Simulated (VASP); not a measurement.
Here is a VASP 6.6.1 calculation.

File INCAR:

```
PREC = Accurate
ENCUT = 500
EDIFF = 1E-6
ISMEAR = 0
SIGMA = 0.01
LREAL = False
LASPH = True
NELM = 120
ALGO = Normal
ISIF = 2
LWAVE = False
LCHARG = True
GGA = PE
LELF = True
LVHAR = True
NBANDS = 16
GGA_COMPAT = False
```

KPOINTS

```
regular mesh
0
Gamma
  4 4 4
```

The input POSCAR:

```
InP
1.0
    0.0000000000      2.9798940533      2.9798940533
    2.9798940533      0.0000000000      2.9798940533
    2.9798940533      2.9798940533      0.0000000000
In P
1 1
Direct
    0.0000000000      0.0000000000      0.0000000000
    0.7500000000      0.7500000000      0.7500000000
```

Potentials or basis: VASP PAW PBE potentials, release 64 (In_d, P).

Launch:

```sh
$ cat potpaw_PBE.64/In_d/POTCAR potpaw_PBE.64/P/POTCAR > POTCAR
$ mpirun -np 1 vasp_std > vasp.out
```

What does it give for the band gap on the k mesh?

0.42 eV, direct.

Estimate the pressure.

0.1 GPa.

Caveat: the k points lie up to 0.46 Å⁻¹ apart; spin-orbit coupling is left out, which moves the levels of the heavy elements.
